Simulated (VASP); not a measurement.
# Al3Ni2 (P-3m1) in VASP: further runs

Al3Ni2 is run at these levels: PBEsol; tasks: single point.

All numbers are computed with VASP 6.6.1; they aren't measurements. Logs are shortened: lines on timing, memory, paths and dates and some standing lists are left out, and cuts for length are marked.

## 1. The cell of the first run

Symmetry: P-3m1, No. 164, trigonal system. Conventional cell: a = 4.353 Å, b = 4.353 Å, c = 4.859 Å, α = 90.00°, β = 90.00°, γ = 120.00°. Al (site symmetry -3m) has 6 Ni at 2.61 Å and 6 Al at 3.04 Å within 3.4 Å. Within 3.2 Å of Al (site symmetry 3m) lie 5 Ni at 2.42 to 2.71 Å and 6 Al at 2.89 to 3.04 Å. Within 3.2 Å of Ni (site symmetry 3m) lie 8 Al at 2.42 to 2.71 Å and 3 Ni at 2.88 Å.

## 2. Single point, PBEsol (strain +0.0875 x Voigt [1, 1, 0, 0, 0, 0])

The input, INCAR:

```
SYSTEM = Al3Ni2
PREC = Accurate ; ENCUT = 520
EDIFF = 1E-7 ; ISMEAR = 0
SIGMA = 0.15 ; LREAL = .False.
LASPH = .True. ; NELM = 60
ALGO = Fast ; ISIF = 2
LWAVE = .False. ; LCHARG = .True.
GGA = PS ; LELF = .True.
LVHAR = .True. ; NBANDS = 22
```

The input, KPOINTS:

```
Automatic mesh
0
Gamma
  12 12 10
  0 0 0
```

The input, POSCAR:

```
Al3Ni2
1.0
    4.3534143567      0.0000000000      0.0000000000
   -2.1767071784      3.7701674261      0.0000000000
    0.0000000000      0.0000000000      4.8594646093
Al Ni
3 2
Direct
    0.0000000000      0.0000000000      0.0000000000
    0.3333333333      0.6666666667      0.6477829058
    0.6666666667      0.3333333333      0.3522170942
    0.3333333333      0.6666666667      0.1455709071
    0.6666666667      0.3333333333      0.8544290929
```

Potentials or basis: VASP PAW PBE potentials, release 64 (Al, Ni).

Launch:

```bash
$ cat potpaw_PBE.64/Al/POTCAR potpaw_PBE.64/Ni/POTCAR > POTCAR
$ mpirun -np 1 vasp_std > vasp.out
```

OUTCAR:

```text
SYSTEM = Al3Ni2
   PREC = Accurate
   ENCUT = 520
   EDIFF = 1E-7
   ISMEAR = 0
   LREAL = .False.
   LASPH = .True.
   NELM = 60
   ISIF = 2
   GGA = PS

 ion  position               nearest neighbor table
   1  0.000  0.000  0.000-   4 2.61   5 2.61   5 2.61   4 2.61   5 2.61   4 2.61   2 3.04   3 3.04
                             2 3.04   3 3.04   3 3.04   2 3.04
   2  0.333  0.667  0.648-   4 2.42   4 2.44   5 2.71   5 2.71   5 2.71   3 2.89   3 2.89   3 2.89
                             1 3.04   1 3.04   1 3.04
   3  0.667  0.333  0.352-   5 2.42   5 2.44   4 2.71   4 2.71   4 2.71   2 2.89   2 2.89   2 2.89
                             1 3.04   1 3.04   1 3.04
   4  0.333  0.667  0.146-   2 2.42   2 2.44   1 2.61   1 2.61   1 2.61   3 2.71   3 2.71   3 2.71
                             5 2.88   5 2.88   5 2.88
   5  0.667  0.333  0.854-   3 2.42   3 2.44   1 2.61   1 2.61   1 2.61   2 2.71   2 2.71   2 2.71
                             4 2.88   4 2.88   4 2.88

  LATTYP: Found a hexagonal cell.
 ALAT       =     4.3534143567
 C/A-ratio  =     1.1162421518

  Lattice vectors:

 A1 = (   4.3534143567,   0.0000000000,   0.0000000000)
 A2 = (  -2.1767071784,   3.7701674261,   0.0000000000)
 A3 = (   0.0000000000,   0.0000000000,   4.8594646093)

Analysis of symmetry for initial positions (statically):
=====================================================================
 Subroutine PRICEL returns:
 Original cell was already a primitive cell.

 Routine SETGRP: Setting up the symmetry group for a
 hexagonal supercell.

 Subroutine GETGRP returns: Found 12 space group operations
 (whereof 12 operations were pure point group operations)
 out of a pool of 24 trial point group operations.

The static configuration has the point symmetry D_3d.

Analysis of symmetry for dynamics (positions and initial velocities):
=====================================================================
 Subroutine PRICEL returns:
 Original cell was already a primitive cell.

 Routine SETGRP: Setting up the symmetry group for a
 hexagonal supercell.

 Subroutine GETGRP returns: Found 12 space group operations
 (whereof 12 operations were pure point group operations)
 out of a pool of 24 trial point group operations.

The dynamic configuration has the point symmetry D_3d.

 Subroutine INISYM returns: Found 12 space group operations
 (whereof 12 operations are pure point group operations),
 and found     1 'primitive' translations

----------------------------------------------------------------------------------------

                                     Primitive cell

  volume of cell :      79.7589

  direct lattice vectors                    reciprocal lattice vectors
     4.353414357  0.000000000  0.000000000     0.229704760  0.132620105  0.000000000
    -2.176707178  3.770167426  0.000000000     0.000000000  0.265240210  0.000000000
     0.000000000  0.000000000  4.859464609     0.000000000  0.000000000  0.205783987

  length of vectors
     4.353414357  4.353414357  4.859464609     0.265240210  0.265240210  0.205783987

  position of ions in fractional coordinates (direct lattice)
     0.000000000  0.000000000  0.000000000
     0.333333333  0.666666667  0.647782906
     0.666666667  0.333333333  0.352217094
     0.333333333  0.666666667  0.145570907
     0.666666667  0.333333333  0.854429093

  ion indices of the primitive-cell ions
   primitive index   ion index
                 1           1
                 2           2
                 3           3
                 4           4
                 5           5

----------------------------------------------------------------------------------------

 KPOINTS: Automatic mesh

Automatic generation of k-mesh.
 Grid dimensions read from file:
 generate k-points for:   12   12   10

 Generating k-lattice:

  Cartesian coordinates                     Fractional coordinates (reciprocal lattice)
     0.019142063  0.011051675  0.000000000     0.083333333  0.000000000  0.000000000
     0.000000000  0.022103351  0.000000000     0.000000000  0.083333333  0.000000000
     0.000000000  0.000000000  0.020578399     0.000000000  0.000000000  0.100000000

  Length of vectors
     0.022103351  0.022103351  0.020578399

  Shift w.r.t. Gamma in fractional coordinates (k-lattice)
     0.000000000  0.000000000  0.000000000

 Subroutine IBZKPT returns following result:
 ===========================================

 Found    162 irreducible k-points:

 Following reciprocal coordinates:
            Coordinates               Weight
  0.000000  0.000000  0.000000      1.000000
  0.083333 -0.000000  0.000000      6.000000
  0.166667  0.000000  0.000000      6.000000
  0.250000  0.000000  0.000000      6.000000
  0.333333  0.000000  0.000000      6.000000
  0.416667 -0.000000  0.000000      6.000000
[... 16 lines left out ...]
  0.166667  0.000000  0.100000      6.000000
  0.000000  0.166667  0.100000      6.000000
 [... further k-points ...]
   k-points           NKPTS =    162   k-points in BZ     NKDIM =    162   number of bands    NBANDS=     22
   number of dos      NEDOS =    301   number of ions     NIONS =      5
   total plane-waves  NPLWV =  36864
   dimension x,y,z NGX =    32 NGY =   32 NGZ =   36
   dimension x,y,z NGXF=    64 NGYF=   64 NGZF=   72
   ions per type =               3   2
   NGX,Y,Z   is equivalent  to a cutoff of  12.22, 12.22, 12.32 a.u.
   NGXF,Y,Z  is equivalent  to a cutoff of  24.44, 24.44, 24.63 a.u.
 SYSTEM =  Al3Ni2
   PREC   = accura    normal or accurate (medium, high low for compatibility)
   ISTART =      0    job   : 0-new  1-cont  2-samecut
   ICHARG =      2    charge: 1-file 2-atom 10-const
   ISPIN  =      1    spin polarized calculation?
   LNONCOLLINEAR =      F non collinear calculations
   LSORBIT =      F    spin-orbit coupling
   LASPH  =      T    aspherical Exc in radial PAW
   ENCUT  =  520.0 eV  38.22 Ry    6.18 a.u.   8.09  8.09  9.04*2*pi/ulx,y,z
   NELM   =     60;   NELMIN=  2; NELMDL= -5     # of ELM steps
   EDIFF  = 0.1E-06   stopping-criterion for ELM
   LREAL  =      F    real-space projection
   EDIFFG = 0.1E-05   stopping-criterion for IOM
   NSW    =      0    number of steps for IOM
   IBRION =     -1    ionic relax: 0-MD 1-quasi-New 2-CG
   NFREE  =      0    steps in history (QN), initial steepest desc. (CG)
   ISIF   =      2    stress and relaxation
   ISYM   =      2    0-nonsym 1-usesym 2-fastsym
   POTIM  = 0.5000    time-step for ionic-motion
   TEBEG  =    0.0;   TEEND  =   0.0 temperature during run
   PSTRESS=    0.0 pullay stress
   NELECT =      29.0000    total number of electrons
   NUPDOWN=      -1.0000    fix difference up-down
   EMIN   =  10.00;   EMAX   =-10.00  energy-range for DOS
   EFERMI =   0.00;   METHOD = LEGACY
   ISMEAR =     0;   SIGMA  =   0.15  broadening in eV -4-tet -1-fermi 0-gaus
   EFERMI_NEDOS =   21; number of points for ismear=-14 and -15
   IALGO  =     68    algorithm
   IMIX   =      4    mixing-type and parameters
     AMIX     =   0.40;   BMIX     =  1.00
     AMIX_MAG =   1.60;   BMIX_MAG =  1.00
  volume/ion in A,a.u.               =      15.95       107.65
  Fermi-wavevector in a.u.,A,eV,Ry     =   1.168462  2.208072 18.576071  1.365303
  Thomas-Fermi vector in A             =   2.304948
   LORBIT       =      0    0 simple, 1 ext, 2 COOP (PROOUT), +10 PAW based schemes
   GGA     = PS    functional components
   LHFCALC =     F    Hartree Fock is set to
   AEXX    =    0.0000 exact exchange contribution
   IVDW    =     0    specifies the selected vdW correction
   LEPSILON=     F    determine dielectric tensor
   LRPA    =     F    only Hartree local field effects (RPA)
 non-spin polarized calculation
 RMM-DIIS sequential band-by-band and
 Gauss-broadening in eV      SIGMA  =   0.15
  energy-cutoff  :      520.00
  volume of cell :       79.76
 maximum number of plane-waves:      2166
   NGX = 17   NGY = 17   NGZ = 19

 number of electron      29.0000008 magnetization

 Free energy of the ion-electron system (eV)
  ---------------------------------------------------
  ext. energy  EPLUGINS =         0.00000000
  ---------------------------------------------------
  free energy    TOTEN  =       -26.78182946 eV

  energy without entropy =      -26.76354827  energy(sigma->0) =      -26.77268887

 E-fermi :   6.6585     XC(G=0): -10.6298

 val. band max:        6.6564867525   @ k =   0.3333   0.3333   0.4000
 cond. band min:       6.6638649722   @ k =  -0.0833   0.2500   0.3000
 fundamental gap:      0.0073782197
 Fermi energy:         6.6584942106

 k-point     1 :       0.0000    0.0000    0.0000
  band No.  band energies     occupation
      1      -2.8150      2.00000
      2       2.4036      2.00000
      3       2.7353      2.00000
      4       3.7859      2.00000
      5       3.7859      2.00000
      6       4.3111      2.00000
[... 14 lines left out ...]
     21      13.0078      0.00000
     22      13.0079      0.00000

 k-point     2 :       0.0833   -0.0000    0.0000
  band No.  band energies     occupation
      1      -2.7422      2.00000
      2       2.4290      2.00000
      3       2.7379      2.00000
      4       3.7540      2.00000
      5       3.8087      2.00000
      6       4.2566      2.00000
[... 14 lines left out ...]
     21      12.5956      0.00000
     22      12.7436      0.00000

 k-point     3 :       0.1667    0.0000    0.0000
  band No.  band energies     occupation
      1      -2.5246      2.00000
      2       2.4677      2.00000
      3       2.7032      2.00000
      4       3.6297      2.00000
      5       3.8763      2.00000
      6       4.1170      2.00000
[... 14 lines left out ...]
     21      12.0007      0.00000
     22      12.2841      0.00000

 k-point     4 :       0.2500    0.0000    0.0000
  band No.  band energies     occupation
      1      -2.1652      2.00000
      2       2.2087      2.00000
      3       2.6431      2.00000
      4       3.4850      2.00000
      5       3.9856      2.00000
      6       4.0738      2.00000
[... 14 lines left out ...]
     21      11.8733      0.00000
     22      12.4832      0.00000

 k-point     5 :       0.3333    0.0000    0.0000
  band No.  band energies     occupation
      1      -1.6701      2.00000
      2       1.4618      2.00000
      3       2.6366      2.00000
      4       3.5451      2.00000
      5       4.1255      2.00000
      6       4.1676      2.00000
[... 14 lines left out ...]
     21      12.3410      0.00000
     22      12.4421      0.00000

 k-point     6 :       0.4167   -0.0000    0.0000
  band No.  band energies     occupation
      1      -1.0543      2.00000
      2       0.5993      2.00000
      3       2.6145      2.00000
      4       3.6847      2.00000
      5       4.2589      2.00000
      6       4.2807      2.00000
[... 14 lines left out ...]
     21      12.2804      0.00000
     22      12.3760      0.00000

 k-point     7 :       0.5000    0.0000    0.0000
  band No.  band energies     occupation
      1      -0.5000      2.00000
      2      -0.0478      2.00000
      3       2.6023      2.00000
      4       3.7521      2.00000
      5       4.3136      2.00000
      6       4.3202      2.00000
[... 324 lines left out ...]
      6       4.2999      2.00000
[... 14 lines left out ...]
     21      12.4683      0.00000
     22      12.4684      0.00000

 k-point    21 :       0.0833   -0.0000    0.1000
  band No.  band energies     occupation
      1      -2.6801      2.00000
      2       1.8826      2.00000
      3       3.0623      2.00000
      4       3.7449      2.00000
      5       3.8111      2.00000
      6       4.2535      2.00000
[... 14 lines left out ...]
     21      12.2194      0.00000
     22      12.7861      0.00000

 k-point    22 :       0.0000    0.0833    0.1000
  band No.  band energies     occupation
      1      -2.6801      2.00000
      2       1.8816      2.00000
      3       3.0780      2.00000
      4       3.7527      2.00000
      5       3.7838      2.00000
      6       4.2471      2.00000
[... 14 lines left out ...]
     21      11.9516      0.00000
     22      11.9804      0.00000

 k-point    23 :       0.1667    0.0000    0.1000
  band No.  band energies     occupation
      1      -2.4626      2.00000
      2       2.0094      2.00000
      3       2.8531      2.00000
      4       3.7226      2.00000
      5       3.8917      2.00000
      6       4.1175      2.00000
[... 14 lines left out ...]
     21      11.9355      0.00000
     22      12.5454      0.00000

 k-point    24 :       0.0000    0.1667    0.1000
  band No.  band energies     occupation
      1      -2.4628      2.00000
      2       1.9925      2.00000
      3       3.0115      2.00000
      4       3.5215      2.00000
      5       3.8392      2.00000
      6       4.1606      2.00000
[... 14 lines left out ...]
     21      11.4920      0.00000
     22      11.9435      0.00000

 [... further k-points ...]

------------------------ aborting loop because EDIFF is reached ----------------------------------------

  FORCE on cell =-STRESS in cart. coord.  units (eV):
  Direction    XX          YY          ZZ          XY          YZ          ZX
  --------------------------------------------------------------------------------------
  -------------------------------------------------------------------------------------
  Total       -9.8016251     -9.8016251     -3.4151598      0.0000000      0.0000000     -0.0000000
  in kB     -196.8926958   -196.8926958    -68.6029107      0.0000000      0.0000000     -0.0000000
  external PRESSURE =    -154.1294341 kB  Pullay stress =       0.0000000 kB

 VOLUME and BASIS-vectors are now :
 -----------------------------------------------------------------------------
  energy-cutoff  :      520.00
  volume of cell :       79.76
      direct lattice vectors                 reciprocal lattice vectors
     4.353414357  0.000000000  0.000000000     0.229704760  0.132620105  0.000000000
    -2.176707178  3.770167426  0.000000000     0.000000000  0.265240210  0.000000000
     0.000000000  0.000000000  4.859464609     0.000000000  0.000000000  0.205783987

 POSITION                                       TOTAL-FORCE (eV/Angst)
 -----------------------------------------------------------------------------------
      0.00000      0.00000      0.00000         0.000000      0.000000      0.000000
     -0.00000      2.51344      3.14788        -0.000000      0.000000      0.060949
      2.17671      1.25672      1.71159         0.000000      0.000000     -0.060949
     -0.00000      2.51344      0.70740        -0.000000      0.000000     -0.198782
      2.17671      1.25672      4.15207         0.000000      0.000000      0.198782
 -----------------------------------------------------------------------------------
    total drift:                               -0.000000      0.000000     -0.000000

  FREE ENERGIE OF THE ION-ELECTRON SYSTEM (eV)
  ---------------------------------------------------
  free  energy   TOTEN  =       -26.7818294617 eV

  energy  without entropy=      -26.7635482710  energy(sigma->0) =      -26.77268887
```

It took 4.9 min on 1 thread of Intel Xeon Platinum 8488C (Sapphire Rapids), shared host; peak memory 0.36 GiB.

Results:

* Free energy: -26.7818 eV
* Pressure: -15.4 GPa
* Largest force: 0.199 eV/Å
* Band gap on the k mesh: zero (an odd number of electrons rules out a gap without spin polarisation)

Forces on the atoms (eV/Å):
```
Al   0.000  0.000  0.000
Al   0.000  0.000  0.061
Al   0.000  0.000 -0.061
Ni   0.000  0.000 -0.199
Ni   0.000  0.000  0.199
```

Levels at points of the mesh, in eV from the Fermi level:
```tsv
k point	band 12	band 13	band 14	band 15	band 16	band 17	band 18	band 19
(0.00, 0.00, 0.00)	-1.31	-1.03	0.82	0.82	2.41	2.41	2.88	3.03
(0.50, 0.00, 0.00)	-1.44	-1.23	-1.06	-0.82	1.39	1.41	2.22	4.63
(0.00, 0.00, 0.50)	-1.36	2.28	2.28	2.51	2.51	2.53	3.44	3.44
(0.50, 0.00, 0.50)	-1.34	-1.32	-0.85	-0.26	1.37	1.53	2.18	6.95
```

Caveat: the cell differs from its parent crystal (strain +0.0875 x Voigt [1, 1, 0, 0, 0, 0]); the stress differs along the axes, from -20 to -7 GPa; the PAW data sets were made with another functional, which shifts forces and pressure a little. Spin polarisation is off, so any magnetic state and its effect on volume and gap are missing.

## 3. Single point, PBEsol (strain +0.1000 x Voigt [1, 1, 0, 0, 0, 0])

The input, INCAR:

```
PREC = Accurate
ENCUT = 520
EDIFF = 1E-7
ISMEAR = 0
SIGMA = 0.15
LREAL = F
LASPH = T
NELM = 100
ALGO = Fast
ISIF = 2
LWAVE = F
LCHARG = T
GGA = PS
LELF = T
LVHAR = T
NBANDS = 22
```

The input, KPOINTS:

```
Automatic mesh
0
Gamma
  12 12 10
```

Changes to POSCAR since step 2:

```diff
@@ -2,4 +2,4 @@
 1.0
-    4.3534143567      0.0000000000      0.0000000000
-   -2.1767071784      3.7701674261      0.0000000000
+    4.4034536022      0.0000000000      0.0000000000
+   -2.2017268011      3.8135026838      0.0000000000
     0.0000000000      0.0000000000      4.8594646093
```

Potentials or basis: VASP PAW PBE potentials, release 64 (Al, Ni).

Launch:

```bash
$ cat potpaw_PBE.64/Al/POTCAR potpaw_PBE.64/Ni/POTCAR > POTCAR
$ mpirun -np 1 vasp_std > vasp.out
```

It took 5.3 min on 1 thread of Intel Xeon Platinum 8488C (Sapphire Rapids), shared host; peak memory 0.38 GiB.

Results (log left out):

- Free energy: -26.5465 eV
- Pressure: -16.5 GPa
- Largest force: 0.212 eV/Å
- Band gap on the k mesh: zero (an odd number of electrons rules out a gap without spin polarisation)

Forces on the atoms (eV/Å):
```
Al   0.000  0.000  0.000
Al   0.000  0.000  0.060
Al   0.000  0.000 -0.060
Ni   0.000  0.000 -0.212
Ni   0.000  0.000  0.212
```

Stress tensor (GPa, compression positive):
```
-21.10   0.00   0.00
  0.00 -21.10   0.00
  0.00   0.00  -7.30
```

Levels at points of the mesh, in eV from the Fermi level:
```csv
k point,band 11,band 12,band 13,band 14,band 15,band 16,band 17,band 18,band 19,band 20
"(0.00, 0.00, 0.00)",-1.36,-1.26,-0.99,0.77,0.77,2.32,2.32,2.69,2.83,5.66
"(0.50, 0.00, 0.00)",-1.55,-1.39,-1.19,-0.99,-0.76,1.32,1.40,2.24,4.61,4.92
"(0.00, 0.00, 0.50)",-1.31,-1.31,2.23,2.23,2.32,2.47,2.47,3.34,3.34,3.59
"(0.50, 0.00, 0.50)",-1.43,-1.29,-1.28,-0.83,-0.24,1.35,1.46,2.04,6.99,7.35
```

Caveat: the cell differs from its parent crystal (strain +0.1000 x Voigt [1, 1, 0, 0, 0, 0]); the stress differs along the axes, from -21 to -7 GPa; the PAW data sets were made with another functional, which shifts forces and pressure a little. Spin polarisation is off, so any magnetic state and its effect on volume and gap are missing.
